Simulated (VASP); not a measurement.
**Nb: single point with revPBE**

Crystal: Nb.

```
CELL_PARAMETERS angstrom
5.32119 0.00000 0.00000
0.00000 5.32119 0.00000
0.00000 0.00000 5.32119
ATOMIC_POSITIONS crystal
Nb 0.00000 0.00000 0.00000
Nb 0.50000 0.50000 0.50000
Nb 0.25000 0.00000 0.50000
Nb 0.75000 0.00000 0.50000
Nb 0.50000 0.25000 0.00000
Nb 0.50000 0.75000 0.00000
Nb 0.00000 0.50000 0.25000
Nb 0.00000 0.50000 0.75000
```

| Quantity | Value |
| --- | --- |
| Program | VASP 6.6.1 |
| Task | single point |
| Functional | revPBE |
| Potentials or basis | VASP PAW PBE potentials, release 64 (Nb_sv) |
| Cutoff | 520 eV |
| k mesh | 7 × 7 × 7 |
| Occupations | fermi-dirac, width 0.1 eV |
| Spin | no spin polarisation |
| Dipole correction | no |
| Further INCAR settings | ALGO = Normal; EDIFF = 1e-07; NBANDS = 62 |

```yaml
Pressure: -0.4 GPa
Band_gap_on_the_k_mesh: zero (bands 52 and 53 overlap by 0.48 eV)
```

Levels at points of the mesh, in eV from the Fermi level:
| k point | band 50 | band 51 | band 52 | band 53 | band 54 | band 55 |
| --- | --- | --- | --- | --- | --- | --- |
| (0.00, 0.00, 0.00) | -0.31 | -0.31 | -0.31 | -0.15 | -0.15 | 0.59 |

Run time: 3.2 min on 1 thread of Intel(R) Xeon(R) Platinum 8259CL CPU @ 2.50GHz (Skylake/Cascade Lake) (shared host), peak memory 0.29 GiB.

Caveat: the PAW data sets were made with another functional, which shifts forces and pressure a little.
